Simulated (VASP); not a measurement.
# Pb (R-3m) in VASP: single point with PBEsol

Aim: the single point of Pb with PBEsol.

All numbers are computed with VASP 6.6.1; they aren't measurements. Logs are shortened: lines on timing, memory, paths and dates and some standing lists are left out, and cuts for length are marked.

### Step 1. The cell of the first run

Symmetry: R-3m, No. 166, trigonal system. The conventional cell has a = 3.840 Å, b = 3.840 Å, c = 15.698 Å, α = 90.00°, β = 90.00°, γ = 120.00°. Pb (site symmetry 3m) has 3 Pb at 2.22 Å within 2.9 Å.

### Step 2. Single point, PBEsol (C replaced by Pb, lengths x 1.553, strained)

File INCAR:

```
PREC     = Accurate       # precision mode
ENCUT    = 520            # plane-wave cutoff, eV
EDIFF    = 1E-7           # SCF threshold, eV
ISMEAR   = 0              # smearing method
SIGMA    = 0.1            # smearing width, eV
LREAL    = F              # projectors in reciprocal space
LASPH    = T              # aspherical terms in the spheres
NELM     = 100            # most SCF steps
ALGO     = Normal         # electronic algorithm
ISIF     = 2              # what is computed and relaxed
LWAVE    = F              # write WAVECAR
LCHARG   = F              # write CHGCAR
GGA      = PS             # functional
NBANDS   = 21             # bands
```

File KPOINTS:

```
regular mesh
0
Gamma
  15 15 15
```

File POSCAR:

```
Pb
1.0
    1.9198857257      1.1084465405      5.2326876802
   -1.9198857257      1.1084465405      5.2326876802
    0.0000000000     -2.2168930810      5.2326876802
Pb
2
Direct
    0.1640000000      0.1640000000      0.1640000000
    0.8360000000      0.8360000000      0.8360000000
```

Potentials or basis: VASP PAW PBE potentials, release 64 (Pb_d).

On the command line:

```
cat potpaw_PBE.64/Pb_d/POTCAR > POTCAR
mpirun -np 1 vasp_std > vasp.out
```

OUTCAR:

```text
PREC = Accurate
   ENCUT = 520
   EDIFF = 1E-7
   ISMEAR = 0
   LREAL = F
   LASPH = T
   NELM = 100
   ISIF = 2
   GGA = PS

 ion  position               nearest neighbor table
   1  0.164  0.164  0.164-   2 2.22   2 2.22   2 2.22
   2  0.836  0.836  0.836-   1 2.22   1 2.22   1 2.22

  LATTYP: Found a trigonal (rhomboedric) cell.
 ALAT       =     5.6829248888
 COS(alpha) =     0.7717362630

  Lattice vectors:

 A1 = (   1.9198857257,   1.1084465405,   5.2326876802)
 A2 = (  -1.9198857257,   1.1084465405,   5.2326876802)
 A3 = (   0.0000000000,  -2.2168930810,   5.2326876802)

Analysis of symmetry for initial positions (statically):
=====================================================================
 Subroutine PRICEL returns:
 Original cell was already a primitive cell.

 Routine SETGRP: Setting up the symmetry group for a
 trigonal (rhombohedral) supercell.

 Subroutine GETGRP returns: Found 12 space group operations
 (whereof 12 operations were pure point group operations)
 out of a pool of 12 trial point group operations.

The static configuration has the point symmetry D_3d.

Analysis of symmetry for dynamics (positions and initial velocities):
=====================================================================
 Subroutine PRICEL returns:
 Original cell was already a primitive cell.

 Routine SETGRP: Setting up the symmetry group for a
 trigonal (rhombohedral) supercell.

 Subroutine GETGRP returns: Found 12 space group operations
 (whereof 12 operations were pure point group operations)
 out of a pool of 12 trial point group operations.

The dynamic configuration has the point symmetry D_3d.

 Subroutine INISYM returns: Found 12 space group operations
 (whereof 12 operations are pure point group operations),
 and found     1 'primitive' translations

----------------------------------------------------------------------------------------

                                     Primitive cell

  volume of cell :      66.8138

  direct lattice vectors                    reciprocal lattice vectors
     1.919885726  1.108446540  5.232687680     0.260432167  0.150360582  0.063702127
    -1.919885726  1.108446540  5.232687680    -0.260432167  0.150360582  0.063702127
     0.000000000 -2.216893081  5.232687680     0.000000000 -0.300721163  0.063702127

  length of vectors
     5.682924889  5.682924889  5.682924889     0.307394175  0.307394175  0.307394175

  position of ions in fractional coordinates (direct lattice)
     0.164000000  0.164000000  0.164000000
     0.836000000  0.836000000  0.836000000

  ion indices of the primitive-cell ions
   primitive index   ion index
                 1           1
                 2           2

----------------------------------------------------------------------------------------

 KPOINTS: regular mesh

Automatic generation of k-mesh.
 Grid dimensions read from file:
 generate k-points for:   15   15   15

 Generating k-lattice:

  Cartesian coordinates                     Fractional coordinates (reciprocal lattice)
     0.017362144  0.010024039  0.004246808     0.066666667  0.000000000  0.000000000
    -0.017362144  0.010024039  0.004246808     0.000000000  0.066666667  0.000000000
     0.000000000 -0.020048078  0.004246808     0.000000000  0.000000000  0.066666667

  Length of vectors
     0.020492945  0.020492945  0.020492945

  Shift w.r.t. Gamma in fractional coordinates (k-lattice)
     0.000000000  0.000000000  0.000000000

 Subroutine IBZKPT returns following result:
 ===========================================

 Found    344 irreducible k-points:

 Following reciprocal coordinates:
            Coordinates               Weight
  0.000000  0.000000  0.000000      1.000000
  0.066667 -0.000000 -0.000000      6.000000
  0.133333 -0.000000  0.000000      6.000000
  0.200000 -0.000000 -0.000000      6.000000
  0.266667 -0.000000  0.000000      6.000000
  0.333333 -0.000000 -0.000000      6.000000
[... 16 lines left out ...]
  0.133333  0.133333  0.000000      6.000000
  0.200000  0.133333 -0.000000     12.000000
 [... further k-points ...]
   k-points           NKPTS =    344   k-points in BZ     NKDIM =    344   number of bands    NBANDS=     21
   number of dos      NEDOS =    301   number of ions     NIONS =      2
   total plane-waves  NPLWV =  74088
   dimension x,y,z NGX =    42 NGY =   42 NGZ =   42
   dimension x,y,z NGXF=    84 NGYF=   84 NGZF=   84
   ions per type =               2
   NGX,Y,Z   is equivalent  to a cutoff of  12.29, 12.29, 12.29 a.u.
   NGXF,Y,Z  is equivalent  to a cutoff of  24.57, 24.57, 24.57 a.u.
 SYSTEM =  unknown system
   PREC   = accura    normal or accurate (medium, high low for compatibility)
   ISTART =      0    job   : 0-new  1-cont  2-samecut
   ICHARG =      2    charge: 1-file 2-atom 10-const
   ISPIN  =      1    spin polarized calculation?
   LNONCOLLINEAR =      F non collinear calculations
   LSORBIT =      F    spin-orbit coupling
   LASPH  =      T    aspherical Exc in radial PAW
   ENCUT  =  520.0 eV  38.22 Ry    6.18 a.u.  10.57 10.57 10.57*2*pi/ulx,y,z
   NELM   =    100;   NELMIN=  2; NELMDL= -5     # of ELM steps
   EDIFF  = 0.1E-06   stopping-criterion for ELM
   LREAL  =      F    real-space projection
   EDIFFG = 0.1E-05   stopping-criterion for IOM
   NSW    =      0    number of steps for IOM
   IBRION =     -1    ionic relax: 0-MD 1-quasi-New 2-CG
   NFREE  =      0    steps in history (QN), initial steepest desc. (CG)
   ISIF   =      2    stress and relaxation
   ISYM   =      2    0-nonsym 1-usesym 2-fastsym
   POTIM  = 0.5000    time-step for ionic-motion
   TEBEG  =    0.0;   TEEND  =   0.0 temperature during run
   PSTRESS=    0.0 pullay stress
   NELECT =      28.0000    total number of electrons
   NUPDOWN=      -1.0000    fix difference up-down
   EMIN   =  10.00;   EMAX   =-10.00  energy-range for DOS
   EFERMI =   0.00;   METHOD = LEGACY
   ISMEAR =     0;   SIGMA  =   0.10  broadening in eV -4-tet -1-fermi 0-gaus
   EFERMI_NEDOS =   21; number of points for ismear=-14 and -15
   IALGO  =     38    algorithm
   IMIX   =      4    mixing-type and parameters
     AMIX     =   0.40;   BMIX     =  1.00
     AMIX_MAG =   1.60;   BMIX_MAG =  1.00
  volume/ion in A,a.u.               =      33.41       225.44
  Fermi-wavevector in a.u.,A,eV,Ry     =   1.225102  2.315106 20.420630  1.500874
  Thomas-Fermi vector in A             =   2.360152
   LORBIT       =      0    0 simple, 1 ext, 2 COOP (PROOUT), +10 PAW based schemes
   GGA     = PS    functional components
   LHFCALC =     F    Hartree Fock is set to
   AEXX    =    0.0000 exact exchange contribution
   IVDW    =     0    specifies the selected vdW correction
   LEPSILON=     F    determine dielectric tensor
   LRPA    =     F    only Hartree local field effects (RPA)
 non-spin polarized calculation
 Gauss-broadening in eV      SIGMA  =   0.10
  energy-cutoff  :      520.00
  volume of cell :       66.81
 maximum number of plane-waves:      1815
   NGX = 21   NGY = 21   NGZ = 21

 number of electron      28.0000002 magnetization

 Free energy of the ion-electron system (eV)
  ---------------------------------------------------
  ext. energy  EPLUGINS =         0.00000000
  ---------------------------------------------------
  free energy    TOTEN  =         2.85143926 eV

  energy without entropy =        2.85391358  energy(sigma->0) =        2.85267642

 E-fermi :   6.9410     XC(G=0):  -8.8911

 val. band max:        6.9151801588   @ k =  -0.2000   0.4000   0.1333
 cond. band min:       6.9550070231   @ k =   0.4000   0.4000   0.3333
 fundamental gap:      0.0398268643
 Fermi energy:         6.9409988210

 k-point     1 :       0.0000    0.0000    0.0000
  band No.  band energies     occupation
      1     -14.5977      2.00000
      2     -13.8258      2.00000
      3     -13.8258      2.00000
      4     -13.3267      2.00000
      5     -13.3267      2.00000
      6     -12.5180      2.00000
[... 13 lines left out ...]
     20      13.8798      0.00000
     21      17.0494      0.00000

 k-point     2 :       0.0667   -0.0000   -0.0000
  band No.  band energies     occupation
      1     -14.5987      2.00000
      2     -13.9352      2.00000
      3     -13.9182      2.00000
      4     -13.3218      2.00000
      5     -13.3021      2.00000
      6     -12.4150      2.00000
[... 13 lines left out ...]
     20      13.5056      0.00000
     21      16.1539      0.00000

 k-point     3 :       0.1333   -0.0000    0.0000
  band No.  band energies     occupation
      1     -14.6212      2.00000
      2     -14.1658      2.00000
      3     -14.0911      2.00000
      4     -13.3342      2.00000
      5     -13.2522      2.00000
      6     -12.1789      2.00000
[... 13 lines left out ...]
     20      14.6381      0.00000
     21      15.1215      0.00000

 k-point     4 :       0.2000   -0.0000   -0.0000
  band No.  band energies     occupation
      1     -14.7191      2.00000
      2     -14.4126      2.00000
      3     -14.1964      2.00000
      4     -13.3684      2.00000
      5     -13.1898      2.00000
      6     -11.9335      2.00000
[... 13 lines left out ...]
     20      14.5969      0.00000
     21      15.7081      0.00000

 k-point     5 :       0.2667   -0.0000    0.0000
  band No.  band energies     occupation
      1     -14.8877      2.00000
      2     -14.6326      2.00000
      3     -14.2015      2.00000
      4     -13.4114      2.00000
      5     -13.1175      2.00000
      6     -11.7970      2.00000
[... 13 lines left out ...]
     20      15.2546      0.00000
     21      15.8343      0.00000

 k-point     6 :       0.3333   -0.0000   -0.0000
  band No.  band energies     occupation
      1     -15.0562      2.00000
      2     -14.8075      2.00000
      3     -14.1651      2.00000
      4     -13.4525      2.00000
      5     -13.0420      2.00000
      6     -11.8103      2.00000
[... 13 lines left out ...]
     20      15.0058      0.00000
     21      16.1511      0.00000

 k-point     7 :       0.4000   -0.0000   -0.0000
  band No.  band energies     occupation
      1     -15.1828      2.00000
      2     -14.9280      2.00000
      3     -14.1262      2.00000
      4     -13.4840      2.00000
      5     -12.9758      2.00000
      6     -11.8736      2.00000
[... 13 lines left out ...]
     20      14.8190      0.00000
     21      17.8724      0.00000
[... 291 lines left out ...]
      1     -14.8511      2.00000
      2     -14.4876      2.00000
      3     -14.2359      2.00000
      4     -13.3990      2.00000
      5     -13.1414      2.00000
      6     -11.8153      2.00000
[... 13 lines left out ...]
     20      15.8911      0.00000
     21      16.1604      0.00000

 k-point    21 :      -0.1333    0.0667   -0.0000
  band No.  band energies     occupation
      1     -14.6852      2.00000
      2     -14.2848      2.00000
      3     -14.2016      2.00000
      4     -13.3559      2.00000
      5     -13.2122      2.00000
      6     -12.0135      2.00000
[... 13 lines left out ...]
     20      14.7903      0.00000
     21      15.5562      0.00000

 k-point    22 :      -0.0667    0.0667    0.0000
  band No.  band energies     occupation
      1     -14.6113      2.00000
      2     -14.0897      2.00000
      3     -14.0548      2.00000
      4     -13.3277      2.00000
      5     -13.2676      2.00000
      6     -12.2510      2.00000
[... 13 lines left out ...]
     20      14.1059      0.00000
     21      15.1967      0.00000

 k-point    23 :       0.1333    0.1333    0.0000
  band No.  band energies     occupation
      1     -14.6212      2.00000
      2     -14.1658      2.00000
      3     -14.0911      2.00000
      4     -13.3340      2.00000
      5     -13.2523      2.00000
      6     -12.1789      2.00000
[... 13 lines left out ...]
     20      14.6163      0.00000
     21      15.2053      0.00000

 k-point    24 :       0.2000    0.1333   -0.0000
  band No.  band energies     occupation
      1     -14.6852      2.00000
      2     -14.2848      2.00000
      3     -14.2016      2.00000
      4     -13.3558      2.00000
      5     -13.2122      2.00000
      6     -12.0135      2.00000
[... 13 lines left out ...]
     20      14.8302      0.00000
     21      15.5132      0.00000

 [... further k-points ...]

------------------------ aborting loop because EDIFF is reached ----------------------------------------

  FORCE on cell =-STRESS in cart. coord.  units (eV):
  Direction    XX          YY          ZZ          XY          YZ          ZX
  --------------------------------------------------------------------------------------
  -------------------------------------------------------------------------------------
  Total       49.1347917     49.1347917     -0.1973750      0.0000000     -0.0000000      0.0000000
  in kB     1178.2393015   1178.2393014     -4.7329991      0.0000000     -0.0000000      0.0000000
  external PRESSURE =     783.9152013 kB  Pullay stress =       0.0000000 kB

 VOLUME and BASIS-vectors are now :
 -----------------------------------------------------------------------------
  energy-cutoff  :      520.00
  volume of cell :       66.81
      direct lattice vectors                 reciprocal lattice vectors
     1.919885726  1.108446540  5.232687680     0.260432167  0.150360582  0.063702127
    -1.919885726  1.108446540  5.232687680    -0.260432167  0.150360582  0.063702127
     0.000000000 -2.216893081  5.232687680     0.000000000 -0.300721163  0.063702127

 POSITION                                       TOTAL-FORCE (eV/Angst)
 -----------------------------------------------------------------------------------
      0.00000      0.00000      2.57448         0.000000     -0.000000     -1.507522
      0.00000      0.00000     13.12358         0.000000      0.000000      1.507522
 -----------------------------------------------------------------------------------
    total drift:                                0.000000     -0.000000      0.000000

  FREE ENERGIE OF THE ION-ELECTRON SYSTEM (eV)
  ---------------------------------------------------
  free  energy   TOTEN  =         2.8514392629 eV

  energy  without entropy=        2.8539135781  energy(sigma->0) =        2.85267642
```

Wall time 25 min (1 thread of Intel Xeon 8259CL, shared host); peak memory 0.53 GiB.

What came out:

- Free energy: 2.8514 eV
- Pressure: 78.4 GPa
- Largest force: 1.508 eV/Å
- Band gap on the k mesh: zero (bands 14 and 15 overlap by 0.67 eV)

Forces on the atoms (eV/Å):
```
Pb   0.000  0.000 -1.508
Pb   0.000  0.000  1.508
```

Stress tensor (GPa, compression positive):
```
117.82   0.00   0.00
  0.00 117.82   0.00
  0.00   0.00  -0.47
```

Caveat: the cell differs from its parent crystal (C replaced by Pb, lengths x 1.553, strained); the cell stands under pressure; the PAW data sets were made with another functional, which shifts forces and pressure a little; spin-orbit coupling is left out, which moves the levels of the heavy elements.
